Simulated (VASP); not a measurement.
Input of a VASP 6.6.1 run:

POSCAR

```
Ge
1.0
    0.0000000000      2.8300000000      2.8300000000
    2.8300000000      0.0000000000      2.8300000000
    2.8300000000      2.8300000000      0.0000000000
Ge
2
Direct
    0.0000000000      0.0000000000      0.0000000000
    0.2500000000      0.2500000000      0.2500000000
```

INCAR.step1

```
ALGO = Normal
EDIFF = 1E-4
ENCUT = 600
GGA = PE
ISMEAR = -1
LASPH = True
LCHARG = False
LREAL = False
LWAVE = True
NELM = 80
PREC = Accurate
SIGMA = 0.05
```

Contents of INCAR.step2:

```
ALGO = Normal
EDIFF = 1E-7
EDIFFG = -0.03
ENCUT = 600
IBRION = 2
ISIF = 3
ISMEAR = -1
ISTART = 1
LASPH = True
LCHARG = False
LMIXTAU = True
LREAL = False
LWAVE = False
METAGGA = R2SCAN
NELM = 80
NSW = 80
PREC = Accurate
PSTRESS = 100.0
SIGMA = 0.05
```

KPOINTS

```
k-points
0
Gamma
  8 8 8
```

Potentials or basis: VASP PAW PBE potentials, release 64 (Ge_d).

The run is started by

```bash
$ cat potpaw_PBE.64/Ge_d/POTCAR > POTCAR
$ cp INCAR.step1 INCAR
$ mpirun -np 1 vasp_std > vasp.out
$ cp INCAR.step2 INCAR
$ mpirun -np 1 vasp_std > vasp.out
```

Question: Estimate the relaxed volume.

Answer: 20.54 Å³/atom.

Question: Estimate the space group after relaxing (to 0.05 Å).

Answer: Fd-3m (No. 227).

Question: What does it give for the relaxed cell?

Answer: a = 3.873 Å, b = 3.873 Å, c = 3.873 Å, α = 60.00°, β = 60.00°, γ = 60.00°.

Step by step:
```csv
step,energy change (eV),largest force (eV/Å),pressure (GPa),volume (Å³)
1,0.0000,0.0000,0.63,45.33
2,0.5240,0.0000,23.92,37.18
3,0.1272,0.0000,9.83,41.09
```

Caveat: the cell is relaxed towards a set pressure, so the enthalpy falls and the energy may rise; the PAW data sets were made with another functional, which shifts forces and pressure a little.
